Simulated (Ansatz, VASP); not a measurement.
**SrCl2: VASP beside Ansatz**

```
CELL_PARAMETERS angstrom
0.00000 3.48550 3.48550
3.48550 0.00000 3.48550
3.48550 3.48550 0.00000
ATOMIC_POSITIONS crystal
Sr 0.00000 0.00000 0.00000
Cl 0.23478 0.26522 0.25000
Cl 0.73478 0.76522 0.75000
```

Change from the starting cell: all Cl atoms moved +0.075 Å, as atom 2 along Cartesian [1 -1 0].

Alike in both runs: task single point; functional r2SCAN; k mesh 6 × 6 × 6; occupations gaussian, width 0.05 eV; no spin polarisation.

|  | VASP | Ansatz |
| --- | --- | --- |
| version | VASP 6.6.1 | Ansatz 0.2.0 |
| potentials or method | VASP PAW PBE potentials, release 64 (Sr_sv, Cl), cutoff 520 eV | scalar-relativistic, plane waves, PAW |
| valence electrons in the cell | 24 | 24 |

|  | VASP | Ansatz | Ansatz less VASP |
| --- | --- | --- | --- |
| gap on the k mesh at the Fermi level (eV) | 5.97 | 5.97 | 0.000 |
| least direct gap on the mesh (eV) | 5.99 | 5.98 | -0.001 |
| pressure (GPa) | 0.5 | 0.5 | -0.04 |
| traceless stress, the component that is largest in VASP (GPa) | -0.07 | -0.07 | +0.001 |
| rms of the force components (eV/Å) | 0.094 | 0.092 | -0.0019 |

VASP's potentials were made for PBE, not for r2SCAN. Atom by atom the forces differ by 0.002 eV/Å (rms over components). The functional is the same, so the differences come from potentials, cutoffs and numerics.
